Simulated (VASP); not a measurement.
Here is a VASP 6.6.1 calculation.

POSCAR

```
RbCl
1.0
    0.0000000000      3.3058128222      3.3554000146
    3.3058128222      0.0000000000      3.3554000146
    3.3058128222      3.3058128222      0.0000000000
Rb Cl
1 1
Direct
    0.0000000000      0.0000000000      0.0000000000
    0.5000000000      0.5000000000      0.5000000000
```

The input INCAR.step1:

```
PREC     = Accurate       # precision mode
ENCUT    = 550            # plane-wave cutoff, eV
ISMEAR   = 0              # smearing method
SIGMA    = 0.01           # smearing width, eV
LREAL    = False          # projectors in reciprocal space
LASPH    = True           # aspherical terms in the spheres
NELM     = 120            # most SCF steps
NBANDS   = 15             # bands
GGA      = PE             # functional
ALGO     = Normal         # electronic algorithm
EDIFF    = 1E-5           # SCF threshold, eV
LWAVE    = True           # write WAVECAR
LCHARG   = False          # write CHGCAR
GGA_COMPAT= False
```

The input INCAR.step2:

```
PREC     = Accurate       # precision mode
ENCUT    = 550            # plane-wave cutoff, eV
EDIFF    = 1E-6           # SCF threshold, eV
ISMEAR   = 0              # smearing method
SIGMA    = 0.01           # smearing width, eV
LREAL    = False          # projectors in reciprocal space
LASPH    = True           # aspherical terms in the spheres
NELM     = 120            # most SCF steps
ALGO     = Normal         # electronic algorithm
ISIF     = 2              # what is computed and relaxed
LWAVE    = False          # write WAVECAR
LCHARG   = True           # write CHGCAR
METAGGA  = R2SCAN         # meta-GGA
LMIXTAU  = True         
LELF     = True           # ELF
LVHAR    = True         
NBANDS   = 15             # bands
ISTART   = 1            
GGA_COMPAT= False
```

The input KPOINTS:

```
Automatic mesh
0
Gamma
  6 6 6
```

Potentials or basis: VASP PAW PBE potentials, release 64 (Rb_sv, Cl).

The run is started by

```console
$ cat potpaw_PBE.64/Rb_sv/POTCAR potpaw_PBE.64/Cl/POTCAR > POTCAR
$ cp INCAR.step1 INCAR
$ mpirun -np 1 vasp_std > vasp.out
$ cp INCAR.step2 INCAR
$ mpirun -np 1 vasp_std > vasp.out
```

(1) Predict the pressure.

(2) Predict the band gap on the k mesh.

Results:

(1) -0.2 GPa.

(2) 5.50 eV.

Caveat: the cell differs from its parent crystal (uniaxial z strain +1.5%); the PAW data sets were made with another functional, which shifts forces and pressure a little.
